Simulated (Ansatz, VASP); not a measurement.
Two plane-wave programs on InSb3

```
CELL_PARAMETERS angstrom
4.58105 0.00000 0.00000
0.00000 4.58105 0.00000
0.00000 0.00000 5.17201
ATOMIC_POSITIONS crystal
In 0.00000 0.00000 0.00000
Sb 0.50000 0.00000 0.50000
Sb 0.00000 0.50000 0.50000
Sb 0.50000 0.50000 0.00000
```

Alike in both runs: task single point; functional PBEsol; k mesh 10 × 10 × 10; occupations gaussian, width 0.15 eV; no spin polarisation.

```csv
,VASP,Ansatz
version,VASP 6.6.1,Ansatz 0.2.0
potentials or method,"VASP PAW PBE potentials, release 64 (In_d, Sb), cutoff 520 eV","scalar-relativistic, plane waves, PAW"
valence electrons in the cell,28,58
```

```csv
,VASP,Ansatz,Ansatz less VASP
gap on the k mesh at the Fermi level (eV),none,none,-
pressure (GPa),-1.5,-1.5,+0.01
```

VASP's potentials were made for PBE, not for PBEsol, and Ansatz warns of the same on its side. A gap of «none» marks a metal or a gap that the smearing closes. VASP's potentials hold 28 valence electrons a cell and Ansatz's 58, so a difference there can come from the potentials and not from the codes.

Spin-orbit coupling is off throughout.
